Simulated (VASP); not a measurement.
# NaI (Fm-3m) in VASP: further runs

NaI is run at these levels: LDA; tasks: vibrations by perturbation theory.

All numbers are computed with VASP 6.6.1; they aren't measurements. Logs are shortened: lines on timing, memory, paths and dates and some standing lists are left out, and cuts for length are marked.

## Step 1: The cell of the first run

Symmetry: Fm-3m, No. 225, cubic system. Conventional cell: a = 6.262 Å, b = 6.262 Å, c = 6.262 Å, α = 90.00°, β = 90.00°, γ = 90.00°. Within 4.1 Å of Na (site symmetry m-3m) lie 6 I at 3.13 Å. I (site symmetry m-3m) has 6 Na at 3.13 Å within 4.1 Å.

## Step 2: Vibrations by perturbation theory, LDA

The input, INCAR:

```
SYSTEM = NaI
ALGO = Normal
EDIFF = 1E-8
ENCUT = 520
IBRION = 8
ISIF = 2
ISMEAR = 0
LASPH = .True.
LCHARG = .False.
LEPSILON = .True.
LREAL = .False.
LWAVE = .False.
NBANDS = 14
NELM = 100
NSW = 1
PREC = Accurate
SIGMA = 0.01
```

The input, KPOINTS:

```
k-points
0
Gamma
  6 6 6
  0 0 0
```

The input, POSCAR:

```
NaI
1.0
    0.0000000000      3.1310871539      3.1310871539
    3.1310871539      0.0000000000      3.1310871539
    3.1310871539      3.1310871539      0.0000000000
Na I
1 1
Direct
    0.0000000000      0.0000000000      0.0000000000
    0.5000000000      0.5000000000      0.5000000000
```

Potentials or basis: VASP PAW LDA potentials, release 64 (Na_pv, I).

On the command line:

```bash
cat potpaw_LDA.64/Na_pv/POTCAR potpaw_LDA.64/I/POTCAR > POTCAR
mpirun -np 1 vasp_std > vasp.out
```

OUTCAR:

```text
SYSTEM = NaI
   EDIFF = 1E-8
   ENCUT = 520
   IBRION = 8
   ISIF = 2
   ISMEAR = 0
   LASPH = .True.
   LEPSILON = .True.
   LREAL = .False.
   NELM = 100
   NSW = 1
   PREC = Accurate

 ion  position               nearest neighbor table
   1  0.000  0.000  0.000-   2 3.13   2 3.13   2 3.13   2 3.13   2 3.13   2 3.13
   2  0.500  0.500  0.500-   1 3.13   1 3.13   1 3.13   1 3.13   1 3.13   1 3.13

  LATTYP: Found a face centered cubic cell.
 ALAT       =     6.2621743078

  Lattice vectors:

 A1 = (   0.0000000000,   3.1310871539,   3.1310871539)
 A2 = (   3.1310871539,   0.0000000000,   3.1310871539)
 A3 = (   3.1310871539,   3.1310871539,   0.0000000000)

Analysis of symmetry for initial positions (statically):
=====================================================================
 Subroutine PRICEL returns:
 Original cell was already a primitive cell.

 Routine SETGRP: Setting up the symmetry group for a
 face centered cubic supercell.

 Subroutine GETGRP returns: Found 48 space group operations
 (whereof 48 operations were pure point group operations)
 out of a pool of 48 trial point group operations.

The static configuration has the point symmetry O_h .

Analysis of symmetry for dynamics (positions and initial velocities):
=====================================================================
 Subroutine PRICEL returns:
 Original cell was already a primitive cell.

 Routine SETGRP: Setting up the symmetry group for a
 face centered cubic supercell.

 Subroutine GETGRP returns: Found 48 space group operations
 (whereof 48 operations were pure point group operations)
 out of a pool of 48 trial point group operations.

The dynamic configuration has the point symmetry O_h .

 Subroutine INISYM returns: Found 48 space group operations
 (whereof 48 operations are pure point group operations),
 and found     1 'primitive' translations

----------------------------------------------------------------------------------------

                                     Primitive cell

  volume of cell :      61.3925

  direct lattice vectors                    reciprocal lattice vectors
     0.000000000  3.131087154  3.131087154    -0.159688944  0.159688944  0.159688944
     3.131087154  0.000000000  3.131087154     0.159688944 -0.159688944  0.159688944
     3.131087154  3.131087154  0.000000000     0.159688944  0.159688944 -0.159688944

  length of vectors
     4.428025918  4.428025918  4.428025918     0.276589364  0.276589364  0.276589364

  position of ions in fractional coordinates (direct lattice)
     0.000000000  0.000000000  0.000000000
     0.500000000  0.500000000  0.500000000

  ion indices of the primitive-cell ions
   primitive index   ion index
                 1           1
                 2           2

----------------------------------------------------------------------------------------

 KPOINTS: k-points

Automatic generation of k-mesh.
 Grid dimensions read from file:
 generate k-points for:    6    6    6

 Generating k-lattice:

  Cartesian coordinates                     Fractional coordinates (reciprocal lattice)
    -0.026614824  0.026614824  0.026614824     0.166666667  0.000000000  0.000000000
     0.026614824 -0.026614824  0.026614824     0.000000000  0.166666667  0.000000000
     0.026614824  0.026614824 -0.026614824     0.000000000  0.000000000  0.166666667

  Length of vectors
     0.046098227  0.046098227  0.046098227

  Shift w.r.t. Gamma in fractional coordinates (k-lattice)
[... 371 lines left out ...]
  external PRESSURE =       0.1068426 kB  Pullay stress =       0.0000000 kB

 VOLUME and BASIS-vectors are now :
 -----------------------------------------------------------------------------
  energy-cutoff  :      520.00
  volume of cell :       61.39
      direct lattice vectors                 reciprocal lattice vectors
     0.000000000  3.131087154  3.131087154    -0.159688944  0.159688944  0.159688944
     3.131087154  0.000000000  3.131087154     0.159688944 -0.159688944  0.159688944
     3.131087154  3.131087154  0.000000000     0.159688944  0.159688944 -0.159688944

 POSITION                                       TOTAL-FORCE (eV/Angst)
 -----------------------------------------------------------------------------------
      0.00000      0.00000      0.00000         0.000000      0.000000      0.000000
      3.13109      3.13109      3.13109        -0.000000     -0.000000     -0.000000
 -----------------------------------------------------------------------------------
    total drift:                                0.000000      0.000000      0.000000

  FREE ENERGIE OF THE ION-ELECTRON SYSTEM (eV)
  ---------------------------------------------------
  free  energy   TOTEN  =        -6.0168384721 eV

  energy  without entropy=       -6.0168384721  energy(sigma->0) =       -6.01683847

 HEAD OF MICROSCOPIC STATIC DIELECTRIC TENSOR (INDEPENDENT PARTICLE, excluding Hartree and local field effects)
 ------------------------------------------------------
           4.100573     0.000000     0.000000
           0.000000     4.100573     0.000000
          -0.000000    -0.000000     4.100573
 ------------------------------------------------------

 Free energy of the ion-electron system (eV)
  ---------------------------------------------------
  ---------------------------------------------------
  free energy    TOTEN  =        -0.49663204 eV

  energy without entropy =       -0.49663204

------------------------ aborting loop because EDIFF is reached ----------------------------------------

--------------------------------------- Ionic step        2  -------------------------------------------

------------------------ aborting loop because EDIFF is reached ----------------------------------------

--------------------------------------- Ionic step        3  -------------------------------------------

------------------------ aborting loop because EDIFF is reached ----------------------------------------

 PIEZOELECTRIC TENSOR FIELD DIRECTION 3  (e Angst)
 -----------------------------------------------------------------------------
    -0.00009  0.00000  0.00000           (  0.00001  0.00000  0.00000)
     0.00000 -0.00009  0.00000           (  0.00000  0.00001  0.00000)
     0.00000  0.00000 -0.00132           (  0.00000  0.00000  0.00001)

 PIEZOELECTRIC TENSOR FIELD DIRECTION 3  (C/m^2)
 -----------------------------------------------------------------------------
    -0.00002  0.00000  0.00000
     0.00000 -0.00002  0.00000
     0.00000  0.00000 -0.00034

--------------------------------------- Ionic step        4  -------------------------------------------

------------------------ aborting loop because EDIFF is reached ----------------------------------------

[... ionic steps 5 to 6 ...]

--------------------------------------- Ionic step        7  -------------------------------------------

 Free energy of the ion-electron system (eV)
  ---------------------------------------------------
  ---------------------------------------------------
  free energy    TOTEN  =        -0.08368028 eV

  energy without entropy =       -0.08368028

------------------------ aborting loop because EDIFF is reached ----------------------------------------

 INTERNAL STRAIN TENSOR  FOR ION    2  DIRECTION 1   (eV/Angst):
 -----------------------------------------------------------------------------
    -0.00218  0.00000  0.00000
     0.00000  0.00779 -0.00000
     0.00000 -0.00000  0.00779

 MACROSCOPIC STATIC DIELECTRIC TENSOR (including local field effects in DFT)
 ------------------------------------------------------
           3.647515     0.000000    -0.000000
          -0.000000     3.647515    -0.000000
          -0.000000     0.000000     3.647515
 ------------------------------------------------------

 PIEZOELECTRIC TENSOR (including local field effects)  for field in x, y, z        (e  Angst)
          XX          YY          ZZ          XY          YZ          ZX
  --------------------------------------------------------------------------------
  x     0.00000     0.00000     0.00000     0.00000     0.00000     0.00000
  y     0.00000     0.00000     0.00000     0.00000     0.00000     0.00000
  z     0.00000     0.00000     0.00000     0.00000     0.00000     0.00000

 PIEZOELECTRIC TENSOR (including local field effects)  for field in x, y, z        (C/m^2)
          XX          YY          ZZ          XY          YZ          ZX
  --------------------------------------------------------------------------------
  x     0.00000     0.00000     0.00000     0.00000     0.00000     0.00000
  y     0.00000     0.00000     0.00000     0.00000     0.00000     0.00000
  z     0.00000     0.00000     0.00000     0.00000     0.00000     0.00000

 BORN EFFECTIVE CHARGES (including local field effects) (in |e|, cummulative output)
 ---------------------------------------------------------------------------------
 ion    1
    1     1.16812     0.00000     0.00000
    2    -0.00000     1.16812     0.00000
    3     0.00000     0.00000     1.16812
 ion    2
    1    -1.16812    -0.00000     0.00000
    2     0.00000    -1.16812     0.00000
    3     0.00000     0.00000    -1.16812

 INTERNAL STRAIN TENSOR FOR ION    2 for displacements in x,y,z  (eV/Angst):
          X           Y           Z          XY          YZ          ZX
  --------------------------------------------------------------------------------
  x     0.00000     0.00000     0.00000     0.00000     0.00000     0.00000
  y     0.00000     0.00000     0.00000     0.00000     0.00000     0.00000
  z     0.00000     0.00000     0.00000     0.00000     0.00000     0.00000

 SECOND DERIVATIVES (NOT SYMMETRIZED)
 ------------------------------------
               1X          1Y          1Z          2X          2Y          2Z
  1X    -1.226926    0.000000    0.000000    1.226926    0.000000    0.000000
  1Y     0.000000   -1.226926    0.000000    0.000000    1.226926    0.000000
  1Z     0.000000    0.000000   -1.226926    0.000000    0.000000    1.226926
  2X     1.235696    0.000000    0.000000   -1.235696    0.000000    0.000000
  2Y     0.000000    1.235696    0.000000    0.000000   -1.235696    0.000000
  2Z     0.000000    0.000000    1.235696    0.000000    0.000000   -1.235696

 Eigenvectors and eigenvalues of the dynamical matrix
 ----------------------------------------------------

   1 f  =    3.927201 THz    24.675334 2PiTHz  130.997337 cm-1    16.241593 meV
             X         Y         Z           dx          dy          dz
      0.000000  0.000000  0.000000     0.906526    0.154609    0.001570
      3.131087  3.131087  3.131087    -0.387223   -0.066041   -0.000671
[... 21 lines left out ...]
   6 f/i=    0.005052 THz     0.031743 2PiTHz    0.168518 cm-1     0.020894 meV
             X         Y         Z           dx          dy          dz
      0.000000  0.000000  0.000000     0.383346   -0.085699   -0.002149
      3.131087  3.131087  3.131087     0.897451   -0.200630   -0.005032

--------------------------------------------------------------------------------------------------------

 MACROSCOPIC STATIC DIELECTRIC TENSOR IONIC CONTRIBUTION
 ------------------------------------------------------
           3.266267     0.000000     0.000000
           0.000000     3.266267     0.000000
           0.000000     0.000000     3.266267
 ------------------------------------------------------

 ELASTIC MODULI CONTR FROM IONIC RELAXATION (kBar)
 Direction    XX          YY          ZZ          XY          YZ          ZX
 --------------------------------------------------------------------------------
 XX           0.0000      0.0000      0.0000      0.0000      0.0000      0.0000
 YY           0.0000      0.0000      0.0000      0.0000      0.0000      0.0000
 ZZ           0.0000      0.0000      0.0000      0.0000      0.0000      0.0000
 XY           0.0000      0.0000      0.0000      0.0000      0.0000      0.0000
 YZ           0.0000      0.0000      0.0000      0.0000      0.0000      0.0000
 ZX           0.0000      0.0000      0.0000      0.0000      0.0000      0.0000
 --------------------------------------------------------------------------------

 PIEZOELECTRIC TENSOR IONIC CONTR  for field in x, y, z        (C/m^2)
          XX          YY          ZZ          XY          YZ          ZX
  --------------------------------------------------------------------------------
  x     0.00000     0.00000     0.00000     0.00000     0.00000     0.00000
  y     0.00000     0.00000     0.00000     0.00000     0.00000     0.00000
  z     0.00000     0.00000     0.00000     0.00000     0.00000     0.00000
```

It took 3.9 min on 1 thread of Intel Xeon Platinum 8259CL at 2.50GHz (Skylake/Cascade Lake), shared host; peak memory 0.25 GiB.

Results:

| Quantity | Value |
| --- | --- |
| Electronic dielectric tensor (diagonal) | 3.65 |
| Born charges (mean of the diagonal) | Na +1.17; I -1.17 e |
| Highest phonon frequency at Γ, LO-TO splitting left out | 131 cm⁻¹ |

Phonon frequencies in cm⁻¹ (negative: imaginary):
```
              q point        frequencies
(0.000, 0.000, 0.000)  0 0 0 131 131 131
```

Electronic dielectric tensor:
```
3.65 0.00 0.00
0.00 3.65 0.00
0.00 0.00 3.65
```

Born effective charge tensors (e):
atom 1, Na
```
1.17 0.00 0.00
0.00 1.17 0.00
0.00 0.00 1.17
```
atom 2, I
```
-1.17  0.00  0.00
 0.00 -1.17  0.00
 0.00  0.00 -1.17
```

Caveat: spin-orbit coupling is left out, which moves the levels of the heavy elements.

## Step 3: Vibrations by perturbation theory, LDA

The input, INCAR:

```
SYSTEM = NaI
  PREC = Accurate
  ENCUT = 520
  EDIFF = 1E-8
  ISMEAR = 0
  SIGMA = 0.01
  LREAL = .FALSE.
  LASPH = .TRUE.
  NELM = 60
  ALGO = Normal
  ISIF = 2
  LWAVE = .FALSE.
  LCHARG = .FALSE.
  IBRION = 8
  NSW = 1
```

The input, KPOINTS:

```
regular mesh
0
G
  6 6 6
  0 0 0
```

POSCAR is that of step 2.

Potentials or basis: VASP PAW LDA potentials, release 64 (Na_pv, I).

On the command line:

```bash
cat potpaw_LDA.64/Na_pv/POTCAR potpaw_LDA.64/I/POTCAR > POTCAR
mpirun -np 1 vasp_std > vasp.out
```

OUTCAR:

```text
SYSTEM = NaI
   PREC = Accurate
   ENCUT = 520
   EDIFF = 1E-8
   ISMEAR = 0
   LREAL = .FALSE.
   LASPH = .TRUE.
   NELM = 60
   ISIF = 2
   IBRION = 8
   NSW = 1

 ion  position               nearest neighbor table
   1  0.000  0.000  0.000-   2 3.13   2 3.13   2 3.13   2 3.13   2 3.13   2 3.13
   2  0.500  0.500  0.500-   1 3.13   1 3.13   1 3.13   1 3.13   1 3.13   1 3.13

  LATTYP: Found a face centered cubic cell.
 ALAT       =     6.2621743078

  Lattice vectors:

 A1 = (   0.0000000000,   3.1310871539,   3.1310871539)
 A2 = (   3.1310871539,   0.0000000000,   3.1310871539)
 A3 = (   3.1310871539,   3.1310871539,   0.0000000000)

Analysis of symmetry for initial positions (statically):
=====================================================================
 Subroutine PRICEL returns:
 Original cell was already a primitive cell.

 Routine SETGRP: Setting up the symmetry group for a
 face centered cubic supercell.

 Subroutine GETGRP returns: Found 48 space group operations
 (whereof 48 operations were pure point group operations)
 out of a pool of 48 trial point group operations.

The static configuration has the point symmetry O_h .

Analysis of symmetry for dynamics (positions and initial velocities):
=====================================================================
 Subroutine PRICEL returns:
 Original cell was already a primitive cell.

 Routine SETGRP: Setting up the symmetry group for a
 face centered cubic supercell.

 Subroutine GETGRP returns: Found 48 space group operations
 (whereof 48 operations were pure point group operations)
[... 399 lines left out ...]
    total drift:                                0.000000      0.000000      0.000000

  FREE ENERGIE OF THE ION-ELECTRON SYSTEM (eV)
  ---------------------------------------------------
  free  energy   TOTEN  =        -6.0168384729 eV

  energy  without entropy=       -6.0168384729  energy(sigma->0) =       -6.01683847

[... ionic steps 2 to 3 ...]

--------------------------------------- Ionic step        4  -------------------------------------------

------------------------ aborting loop because EDIFF is reached ----------------------------------------

[... ionic steps 5 to 6 ...]

--------------------------------------- Ionic step        7  -------------------------------------------

 Free energy of the ion-electron system (eV)
  ---------------------------------------------------
  ---------------------------------------------------
  free energy    TOTEN  =        -0.08368030 eV

  energy without entropy =       -0.08368030

------------------------ aborting loop because EDIFF is reached ----------------------------------------

 INTERNAL STRAIN TENSOR  FOR ION    2  DIRECTION 1   (eV/Angst):
 -----------------------------------------------------------------------------
    -0.00292  0.00000  0.00000
    -0.00000  0.00798 -0.00000
     0.00000 -0.00000  0.00798

 INTERNAL STRAIN TENSOR FOR ION    2 for displacements in x,y,z  (eV/Angst):
          X           Y           Z          XY          YZ          ZX
  --------------------------------------------------------------------------------
  x     0.00000     0.00000     0.00000     0.00000     0.00000     0.00000
  y     0.00000     0.00000     0.00000     0.00000     0.00000     0.00000
  z     0.00000     0.00000     0.00000     0.00000     0.00000     0.00000

 SECOND DERIVATIVES (NOT SYMMETRIZED)
 ------------------------------------
               1X          1Y          1Z          2X          2Y          2Z
  1X    -1.223415    0.000000    0.000000    1.223415    0.000000    0.000000
  1Y     0.000000   -1.223415    0.000000    0.000000    1.223415    0.000000
  1Z     0.000000    0.000000   -1.223415    0.000000    0.000000    1.223415
  2X     1.235464    0.000000    0.000000   -1.235464    0.000000    0.000000
  2Y     0.000000    1.235464    0.000000    0.000000   -1.235464    0.000000
  2Z     0.000000    0.000000    1.235464    0.000000    0.000000   -1.235464

 Eigenvectors and eigenvalues of the dynamical matrix
 ----------------------------------------------------

   1 f  =    3.922393 THz    24.645123 2PiTHz  130.836951 cm-1    16.221707 meV
             X         Y         Z           dx          dy          dz
      0.000000  0.000000  0.000000     0.000000    0.919427    0.000000
      3.131087  3.131087  3.131087     0.000000   -0.393261    0.000000
[... 21 lines left out ...]
   6 f/i=    0.006949 THz     0.043664 2PiTHz    0.231806 cm-1     0.028740 meV
             X         Y         Z           dx          dy          dz
      0.000000  0.000000  0.000000     0.000000   -0.393261    0.000000
      3.131087  3.131087  3.131087     0.000000   -0.919427    0.000000

--------------------------------------------------------------------------------------------------------

 ELASTIC MODULI CONTR FROM IONIC RELAXATION (kBar)
 Direction    XX          YY          ZZ          XY          YZ          ZX
 --------------------------------------------------------------------------------
 XX           0.0000      0.0000      0.0000      0.0000      0.0000      0.0000
 YY           0.0000      0.0000      0.0000      0.0000      0.0000      0.0000
 ZZ           0.0000      0.0000      0.0000      0.0000      0.0000      0.0000
 XY           0.0000      0.0000      0.0000      0.0000      0.0000      0.0000
 YZ           0.0000      0.0000      0.0000      0.0000      0.0000      0.0000
 ZX           0.0000      0.0000      0.0000      0.0000      0.0000      0.0000
 --------------------------------------------------------------------------------
```

Wall time 61 s (1 thread of Intel Xeon Platinum 8259CL at 2.50GHz (Skylake/Cascade Lake), shared host); peak memory 0.23 GiB.

What came out:

```yaml
Highest_phonon_frequency_at_Γ_LO-TO_splitting_left_out: 131 cm⁻¹
```

Phonon frequencies in cm⁻¹ (negative: imaginary):
```
              q point        frequencies
(0.000, 0.000, 0.000)  0 0 0 131 131 131
```

Caveat: spin-orbit coupling is left out, which moves the levels of the heavy elements.

[end of part 1 of 2]
